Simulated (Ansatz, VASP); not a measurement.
**Two plane-wave programs on Ge**

```
Ge
1.0
    -3.41762    3.41762    3.46966
     3.41762   -3.41762    3.46966
     3.41762    3.41762   -3.46966
Ge
8
Direct
  0.50000 0.00000 0.79584
  0.79584 0.50000 0.00000
  0.00000 0.79584 0.50000
  0.70416 0.70416 0.70416
  0.50000 0.00000 0.20416
  0.20416 0.50000 0.00000
  0.00000 0.20416 0.50000
  0.29584 0.29584 0.29584
```

Change from the starting cell: strain -0.015 along x and y, +0.000 along z, atoms carried along.

Alike in both runs: task single point; functional PBEsol; k mesh 8 × 8 × 8; occupations gaussian, width 0.15 eV; no spin polarisation.

|  | VASP | Ansatz |
| --- | --- | --- |
| version | VASP 6.6.1 | Ansatz 0.2.0 |
| potentials or method | VASP PAW PBE potentials, release 64 (Ge_d), cutoff 520 eV | scalar-relativistic, plane waves, PAW |
| valence electrons in the cell | 112 | 112 |

|  | VASP | Ansatz | Ansatz less VASP |
| --- | --- | --- | --- |
| gap on the k mesh at the Fermi level (eV) | none | none | - |
| pressure (GPa) | 2.2 | 2.3 | +0.09 |
| traceless stress, the component that is largest in VASP (GPa) | -1.19 | -1.19 | +0.003 |
| rms of the force components (eV/Å) | 0.078 | 0.079 | +0.0016 |

VASP's potentials were made for PBE, not for PBEsol. Atom by atom the forces differ by 0.002 eV/Å (rms over components). A gap of «none» marks a metal or a gap that the smearing closes. The functional is the same, so the differences come from potentials, cutoffs and numerics.
